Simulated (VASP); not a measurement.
# TlCl (Pm-3m) in VASP: a series of runs

TlCl is run at these levels: HSE06; tasks: single point.

Everything below comes from runs of VASP 6.6.1. Logs are shortened: lines on timing, memory, paths and dates and some standing lists are left out, and cuts for length are marked.

## (1) The cell of the first run

Symmetry: Pm-3m, No. 221, cubic system. Conventional cell: a = 3.839 Å, b = 3.839 Å, c = 3.839 Å, α = 90.00°, β = 90.00°, γ = 90.00°. Within 4.4 Å of Tl (site symmetry m-3m) lie 8 Cl at 3.32 Å and 6 Tl at 3.84 Å. Within 4.4 Å of Cl (site symmetry m-3m) lie 8 Tl at 3.32 Å and 6 Cl at 3.84 Å.

## (2) Single point, HSE06

File POSCAR:

```
TlCl
1.0
    3.8388256226      0.0000000000      0.0000000000
    0.0000000000      3.8388256226      0.0000000000
    0.0000000000      0.0000000000      3.8388256226
Tl Cl
1 1
Direct
    0.0000000000      0.0000000000      0.0000000000
    0.5000000000      0.5000000000      0.5000000000
```

File INCAR.step1:

```
PREC = Accurate
ENCUT = 400
EDIFF = 1E-5
ISMEAR = 0
SIGMA = 0.01
LREAL = False
LASPH = True
NELM = 120
ALGO = Normal
ISIF = 2
LWAVE = True
LCHARG = False
GGA = PE
NBANDS = 17
GGA_COMPAT = False
```

File INCAR.step2:

```
PREC = Accurate
ENCUT = 400
EDIFF = 1E-6
ISMEAR = 0
SIGMA = 0.01
LREAL = False
LASPH = True
NELM = 120
ALGO = Normal
ISIF = 2
LWAVE = False
LCHARG = False
GGA = PE
LHFCALC = True
HFSCREEN = 0.2079
PRECFOCK = Normal
ISTART = 1
NBANDS = 17
GGA_COMPAT = False
```

File KPOINTS:

```
regular mesh
0
Gamma
  4 4 4
```

Potentials or basis: VASP PAW PBE potentials, release 64 (Tl_d, Cl).

Started as:

```bash
$ cat potpaw_PBE.64/Tl_d/POTCAR potpaw_PBE.64/Cl/POTCAR > POTCAR
$ cp INCAR.step1 INCAR
$ mpirun -np 1 vasp_std > vasp.out
$ cp INCAR.step2 INCAR
$ mpirun -np 1 vasp_std > vasp.out
```

OUTCAR:

```text
PREC = Accurate
   ENCUT = 400
   EDIFF = 1E-6
   ISMEAR = 0
   LREAL = False
   LASPH = True
   NELM = 120
   ISIF = 2
   GGA = PE
   LHFCALC = True
   HFSCREEN = 0.2079
   PRECFOCK = Normal
   ISTART = 1

 ion  position               nearest neighbor table
   1  0.000  0.000  0.000-   2 3.32   2 3.32   2 3.32   2 3.32   2 3.32   2 3.32   2 3.32   2 3.32

   2  0.500  0.500  0.500-   1 3.32   1 3.32   1 3.32   1 3.32   1 3.32   1 3.32   1 3.32   1 3.32

  LATTYP: Found a simple cubic cell.
 ALAT       =     3.8388256226

  Lattice vectors:

 A1 = (   3.8388256226,   0.0000000000,   0.0000000000)
 A2 = (   0.0000000000,   3.8388256226,   0.0000000000)
 A3 = (   0.0000000000,   0.0000000000,   3.8388256226)

Analysis of symmetry for initial positions (statically):
=====================================================================
 Subroutine PRICEL returns:
 Original cell was already a primitive cell.

 Routine SETGRP: Setting up the symmetry group for a
 simple cubic supercell.

 Subroutine GETGRP returns: Found 48 space group operations
 (whereof 48 operations were pure point group operations)
 out of a pool of 48 trial point group operations.

The static configuration has the point symmetry O_h .

Analysis of symmetry for dynamics (positions and initial velocities):
=====================================================================
 Subroutine PRICEL returns:
 Original cell was already a primitive cell.

 Routine SETGRP: Setting up the symmetry group for a
 simple cubic supercell.

 Subroutine GETGRP returns: Found 48 space group operations
 (whereof 48 operations were pure point group operations)
 out of a pool of 48 trial point group operations.

The dynamic configuration has the point symmetry O_h .

 Subroutine INISYM returns: Found 48 space group operations
 (whereof 48 operations are pure point group operations),
 and found     1 'primitive' translations

----------------------------------------------------------------------------------------

                                     Primitive cell

  volume of cell :      56.5712

  direct lattice vectors                    reciprocal lattice vectors
     3.838825623  0.000000000  0.000000000     0.260496334  0.000000000  0.000000000
     0.000000000  3.838825623  0.000000000     0.000000000  0.260496334  0.000000000
     0.000000000  0.000000000  3.838825623     0.000000000  0.000000000  0.260496334

  length of vectors
     3.838825623  3.838825623  3.838825623     0.260496334  0.260496334  0.260496334

  position of ions in fractional coordinates (direct lattice)
     0.000000000  0.000000000  0.000000000
     0.500000000  0.500000000  0.500000000

  ion indices of the primitive-cell ions
   primitive index   ion index
                 1           1
                 2           2

----------------------------------------------------------------------------------------

 KPOINTS: regular mesh

Automatic generation of k-mesh.
 Grid dimensions read from file:
 generate k-points for:    4    4    4

 Generating k-lattice:

  Cartesian coordinates                     Fractional coordinates (reciprocal lattice)
     0.065124083  0.000000000  0.000000000     0.250000000  0.000000000  0.000000000
     0.000000000  0.065124083  0.000000000     0.000000000  0.250000000  0.000000000
     0.000000000  0.000000000  0.065124083     0.000000000  0.000000000  0.250000000

  Length of vectors
     0.065124083  0.065124083  0.065124083

  Shift w.r.t. Gamma in fractional coordinates (k-lattice)
     0.000000000  0.000000000  0.000000000

 Subroutine IBZKPT returns following result:
 ===========================================

 Found     10 irreducible k-points:

 Following reciprocal coordinates:
            Coordinates               Weight
  0.000000  0.000000  0.000000      1.000000
  0.250000  0.000000  0.000000      6.000000
  0.500000  0.000000  0.000000      3.000000
  0.250000  0.250000  0.000000     12.000000
  0.500000  0.250000  0.000000     12.000000
  0.500000  0.500000  0.000000      3.000000
  0.250000  0.250000  0.250000      8.000000
  0.500000  0.250000  0.250000     12.000000
  0.500000  0.500000  0.250000      6.000000
  0.500000  0.500000  0.500000      1.000000
   k-points           NKPTS =     10   k-points in BZ     NKDIM =     64   number of bands    NBANDS=     17
   number of dos      NEDOS =    301   number of ions     NIONS =      2
   total plane-waves  NPLWV =  21952
   dimension x,y,z NGX =    28 NGY =   28 NGZ =   28
   dimension x,y,z NGXF=    56 NGYF=   56 NGZF=   56
   ions per type =               1   1
   NGX,Y,Z   is equivalent  to a cutoff of  12.13, 12.13, 12.13 a.u.
   NGXF,Y,Z  is equivalent  to a cutoff of  24.25, 24.25, 24.25 a.u.
 SYSTEM =  unknown system
   PREC   = accura    normal or accurate (medium, high low for compatibility)
   ISTART =      1    job   : 0-new  1-cont  2-samecut
   ICHARG =      0    charge: 1-file 2-atom 10-const
   ISPIN  =      1    spin polarized calculation?
   LNONCOLLINEAR =      F non collinear calculations
   LSORBIT =      F    spin-orbit coupling
   LASPH  =      T    aspherical Exc in radial PAW
   ENCUT  =  400.0 eV  29.40 Ry    5.42 a.u.   6.26  6.26  6.26*2*pi/ulx,y,z
   NELM   =    120;   NELMIN=  2; NELMDL=  0     # of ELM steps
   EDIFF  = 0.1E-05   stopping-criterion for ELM
   LREAL  =      F    real-space projection
   EDIFFG = 0.1E-04   stopping-criterion for IOM
   NSW    =      0    number of steps for IOM
   IBRION =     -1    ionic relax: 0-MD 1-quasi-New 2-CG
   NFREE  =      0    steps in history (QN), initial steepest desc. (CG)
   ISIF   =      2    stress and relaxation
   ISYM   =      3    0-nonsym 1-usesym 2-fastsym
   POTIM  = 0.5000    time-step for ionic-motion
   TEBEG  =    0.0;   TEEND  =   0.0 temperature during run
   PSTRESS=    0.0 pullay stress
   NELECT =      20.0000    total number of electrons
   NUPDOWN=      -1.0000    fix difference up-down
   EMIN   =  10.00;   EMAX   =-10.00  energy-range for DOS
   EFERMI =   0.00;   METHOD = LEGACY
   ISMEAR =     0;   SIGMA  =   0.01  broadening in eV -4-tet -1-fermi 0-gaus
   EFERMI_NEDOS =   21; number of points for ismear=-14 and -15
   IALGO  =     38    algorithm
   IMIX   =      1    mixing-type and parameters
     AMIX     =   0.40;   BMIX     =  1.00
     AMIX_MAG =   1.60;   BMIX_MAG =  1.00
  volume/ion in A,a.u.               =      28.29       190.88
  Fermi-wavevector in a.u.,A,eV,Ry     =   1.157586  2.187520 18.231867  1.340004
  Thomas-Fermi vector in A             =   2.294196
   LORBIT       =      0    0 simple, 1 ext, 2 COOP (PROOUT), +10 PAW based schemes
   GGA     = PE    functional components
   LHFCALC =     T    Hartree Fock is set to
   PRECFOCK=normal    Normal, Fast or Accurate (Low or Medium for compatibility)
   ENCUT4O =  -1.0   cutoff for four orbital integrals eV
   NKREDX  =     1    reduce k-point grid by
   NKREDY  =     1    reduce k-point grid by
   NKREDZ  =     1    reduce k-point grid by
   AEXX    =    0.2500 exact exchange contribution
   HFSCREEN=    0.2079 screening length (either q_TF or 0.3 A-1)
   HFSCREENC=   0.2079 screening length for correlation (either q_TF or 0.3 A-1)
   ENCUTFOCK=  -1.0 apply spherical cutoff to Coloumb kernel
   IVDW    =     0    specifies the selected vdW correction
   LEPSILON=     F    determine dielectric tensor
   LRPA    =     F    only Hartree local field effects (RPA)
 non-spin polarized calculation
 Gauss-broadening in eV      SIGMA  =   0.01
  energy-cutoff  :      400.00
  volume of cell :       56.57
 maximum number of plane-waves:      1064
 NGX is ok and might be reduce to    28
  NGX = 20; NGY = 20; NGZ = 20

 number of electron      19.9999993 magnetization

 Free energy of the ion-electron system (eV)
  ---------------------------------------------------
  ext. energy  EPLUGINS =         0.00000000
  ---------------------------------------------------
  free energy    TOTEN  =        -7.16456797 eV

  energy without entropy =       -7.16456797  energy(sigma->0) =       -7.16456797

 E-fermi :   2.1793     XC(G=0):  -7.5687

 val. band max:        2.1264540167   @ k =   0.5000   0.0000   0.0000
 cond. band min:       4.9790943652   @ k =   0.5000   0.0000   0.0000
 fundamental gap:      2.8526403485
 Fermi energy:         2.1792968579

 k-point     1 :       0.0000    0.0000    0.0000
  band No.  band energies     occupation
      1     -13.1728      2.00000
      2      -9.0697      2.00000
      3      -9.0697      2.00000
      4      -8.8350      2.00000
      5      -8.8350      2.00000
      6      -8.8350      2.00000
[... 9 lines left out ...]
     16      15.8649      0.00000
     17      17.6563      0.00000

 k-point     2 :       0.2500    0.0000    0.0000
  band No.  band energies     occupation
      1     -13.0439      2.00000
      2      -9.0629      2.00000
      3      -8.9825      2.00000
      4      -8.8759      2.00000
      5      -8.8759      2.00000
      6      -8.8314      2.00000
[... 9 lines left out ...]
     16      16.4298      0.00000
     17      17.5460      0.00000

 k-point     3 :       0.5000    0.0000    0.0000
  band No.  band energies     occupation
      1     -12.9061      2.00000
      2      -9.0560      2.00000
      3      -8.9161      2.00000
      4      -8.9161      2.00000
      5      -8.9007      2.00000
      6      -8.8278      2.00000
[... 9 lines left out ...]
     16      17.2669      0.00000
     17      17.6329      0.00000

 k-point     4 :       0.2500    0.2500    0.0000
  band No.  band energies     occupation
      1     -12.9480      2.00000
      2      -9.0191      2.00000
      3      -8.9247      2.00000
      4      -8.8839      2.00000
      5      -8.8726      2.00000
      6      -8.8637      2.00000
[... 9 lines left out ...]
     16      15.2129      0.00000
     17      15.5854      0.00000

 k-point     5 :       0.5000    0.2500    0.0000
  band No.  band energies     occupation
      1     -12.8483      2.00000
      2      -9.0022      2.00000
      3      -8.9042      2.00000
      4      -8.8867      2.00000
      5      -8.8603      2.00000
      6      -8.8421      2.00000
[... 9 lines left out ...]
     16      15.7054      0.00000
     17      16.4327      0.00000

 k-point     6 :       0.5000    0.5000    0.0000
  band No.  band energies     occupation
      1     -12.7897      2.00000
      2      -8.9728      2.00000
      3      -8.8923      2.00000
      4      -8.8923      2.00000
      5      -8.8504      2.00000
      6      -8.7613      2.00000
[... 9 lines left out ...]
     16      14.6845      0.00000
     17      14.8508      0.00000

 k-point     7 :       0.2500    0.2500    0.2500
  band No.  band energies     occupation
      1     -12.8605      2.00000
      2      -8.9262      2.00000
      3      -8.9262      2.00000
      4      -8.9076      2.00000
      5      -8.9076      2.00000
      6      -8.8540      2.00000
[... 9 lines left out ...]
     16      15.4375      0.00000
     17      18.1146      0.00000

 k-point     8 :       0.5000    0.2500    0.2500
  band No.  band energies     occupation
      1     -12.7696      2.00000
      2      -8.9651      2.00000
      3      -8.9126      2.00000
      4      -8.9095      2.00000
      5      -8.8719      2.00000
      6      -8.8200      2.00000
[... 9 lines left out ...]
     16      15.0726      0.00000
     17      18.8691      0.00000

 k-point     9 :       0.5000    0.5000    0.2500
  band No.  band energies     occupation
      1     -12.6879      2.00000
      2      -8.9554      2.00000
      3      -8.9554      2.00000
      4      -8.9292      2.00000
      5      -8.8648      2.00000
      6      -8.7593      2.00000
[... 9 lines left out ...]
     16      15.4964      0.00000
     17      19.5883      0.00000

 k-point    10 :       0.5000    0.5000    0.5000
  band No.  band energies     occupation
      1     -12.5791      2.00000
      2      -9.0163      2.00000
      3      -9.0163      2.00000
      4      -9.0163      2.00000
      5      -8.7573      2.00000
      6      -8.7573      2.00000
[... 9 lines left out ...]
     16      16.1935      0.00000
     17      20.6984      0.00000

------------------------ aborting loop because EDIFF is reached ----------------------------------------

  FORCE on cell =-STRESS in cart. coord.  units (eV):
  Direction    XX          YY          ZZ          XY          YZ          ZX
  --------------------------------------------------------------------------------------
  -------------------------------------------------------------------------------------
  Total        0.2913306      0.2913306      0.2913306      0.0000000     -0.0000000      0.0000000
  in kB        8.2509052      8.2509052      8.2509052      0.0000000     -0.0000000      0.0000000
  external PRESSURE =       8.2509052 kB  Pullay stress =       0.0000000 kB

 VOLUME and BASIS-vectors are now :
 -----------------------------------------------------------------------------
  energy-cutoff  :      400.00
  volume of cell :       56.57
      direct lattice vectors                 reciprocal lattice vectors
     3.838825623  0.000000000  0.000000000     0.260496334  0.000000000  0.000000000
     0.000000000  3.838825623  0.000000000     0.000000000  0.260496334  0.000000000
     0.000000000  0.000000000  3.838825623     0.000000000  0.000000000  0.260496334

 POSITION                                       TOTAL-FORCE (eV/Angst)
 -----------------------------------------------------------------------------------
      0.00000      0.00000      0.00000         0.000000      0.000000      0.000000
      1.91941      1.91941      1.91941         0.000000      0.000000      0.000000
 -----------------------------------------------------------------------------------
    total drift:                               -0.000002     -0.000002     -0.000002

  FREE ENERGIE OF THE ION-ELECTRON SYSTEM (eV)
  ---------------------------------------------------
  free  energy   TOTEN  =        -7.1645679697 eV

  energy  without entropy=       -7.1645679697  energy(sigma->0) =       -7.16456797
```

Wall time 6.4 min (1 thread of AMD EPYC 7R43 (Zen 3), shared host); peak memory 0.22 GiB.

What came out:

* Free energy: -7.1646 eV
* Pressure: 0.8 GPa
* Band gap on the k mesh: 2.85 eV

Caveat: the PAW data sets were made with another functional, which shifts forces and pressure a little; spin-orbit coupling is left out, which moves the levels of the heavy elements. A k mesh can miss the band edges.

## (3) Single point, HSE06

POSCAR is that of step 2.

File INCAR.step1:

```
  PREC = Accurate
  ENCUT = 400
  EDIFF = 1E-5
  ISMEAR = -1
  SIGMA = 0.001
  LREAL = False
  LASPH = True
  NELM = 120
  ALGO = Normal
  ISIF = 2
  LWAVE = True
  LCHARG = False
  GGA = PE
  NBANDS = 17
  GGA_COMPAT = False
```

File INCAR.step2:

```
  PREC = Accurate
  ENCUT = 400
  EDIFF = 1E-6
  ISMEAR = -1
  SIGMA = 0.001
  LREAL = False
  LASPH = True
  NELM = 120
  ALGO = Normal
  ISIF = 2
  LWAVE = False
  LCHARG = False
  GGA = PE
  LHFCALC = True
  HFSCREEN = 0.2079
  PRECFOCK = Normal
  ISTART = 1
  NBANDS = 17
  GGA_COMPAT = False
```

KPOINTS is that of step 2.

Potentials or basis: VASP PAW PBE potentials, release 64 (Tl_d, Cl).

Started as:

```bash
$ cat potpaw_PBE.64/Tl_d/POTCAR potpaw_PBE.64/Cl/POTCAR > POTCAR
$ cp INCAR.step1 INCAR
$ mpirun -np 1 vasp_std > vasp.out
$ cp INCAR.step2 INCAR
$ mpirun -np 1 vasp_std > vasp.out
```

Run time: 6.2 min. Hardware: 1 thread of AMD EPYC 7R43 (Zen 3), shared host; peak memory 0.22 GiB.

The run converged. Its results:

```
Free energy            : -7.1646 eV
Pressure               : 0.8 GPa
Band gap on the k mesh : 2.85 eV
```

Levels at points of the mesh, in eV from the valence-band top:
| k point | band 8 | band 9 | band 10 | band 11 | band 12 | band 13 |
| --- | --- | --- | --- | --- | --- | --- |
| (0.00, 0.00, 0.00) | -1.87 | -1.87 | -1.87 | 8.77 | 8.77 | 8.97 |
| (0.50, 0.00, 0.00) | -1.43 | -1.43 | 0.00 | 2.85 | 7.60 | 7.60 |
| (0.50, 0.50, 0.00) | -3.41 | -3.38 | -1.37 | 5.82 | 5.82 | 9.41 |
| (0.50, 0.50, 0.50) | -2.43 | -2.43 | -2.04 | 3.33 | 3.33 | 3.33 |

Caveat: the PAW data sets were made with another functional, which shifts forces and pressure a little; spin-orbit coupling is left out, which moves the levels of the heavy elements. A k mesh can miss the band edges.
